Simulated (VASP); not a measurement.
Here is a VASP 6.6.1 calculation.

The input INCAR:

```
SYSTEM = GaN
PREC = Accurate
ENCUT = 520
EDIFF = 1E-6
ISMEAR = 0
SIGMA = 0.05
LREAL = .False.
LASPH = .True.
NELM = 100
ALGO = Normal
ISIF = 2
LWAVE = .False.
LCHARG = .True.
GGA = PE
LELF = .True.
LVHAR = .True.
NBANDS = 46
```

KPOINTS

```
Automatic mesh
0
Gamma
  6 6 6
  0 0 0
```

The input POSCAR:

```
GaN
1.0
    4.5484769745      0.0000000000      0.0000000000
    0.0000000000     -4.5484769745      0.0000000000
    0.0000000000      0.0000000000     -4.5484769745
Ga N
4 4
Direct
    0.0000000000      0.0000000000      0.0000000000
    0.5000000000      0.5000000000      0.0000000000
    0.5000000000      0.0000000000      0.5000000000
    0.0000000000      0.5000000000      0.5000000000
    0.7282355830      0.7282355830      0.7500000000
    0.2500000000      0.2500000000      0.7500000000
    0.2500000000      0.7500000000      0.2500000000
    0.7500000000      0.2500000000      0.2500000000
```

Potentials or basis: VASP PAW PBE potentials, release 64 (Ga_d, N).

Run with:

```sh
$ cat potpaw_PBE.64/Ga_d/POTCAR potpaw_PBE.64/N/POTCAR > POTCAR
$ mpirun -np 1 vasp_std > vasp.out
```

Task: What does it give for the pressure?

Result: 0.6 GPa.

Task: What does it give for the band gap on the k mesh?

Result: 1.47 eV.

Forces on the atoms (eV/Å):
```
Ga  -0.332  0.332  0.231
Ga  -0.665  0.665 -0.652
Ga  -0.063  0.098 -0.034
Ga  -0.098  0.063 -0.034
N    1.648 -1.648  0.495
N   -0.254  0.254  0.002
N   -0.251 -0.015 -0.003
N    0.015  0.251 -0.003
```

Caveat: the cell differs from its parent crystal (atom 5 (N) moved +0.140 Å towards its neighbour atom 6 (N) at 3.216 Å); forces of over 1 eV/Å act on the atoms, so gaps and moduli don't describe the material at rest.
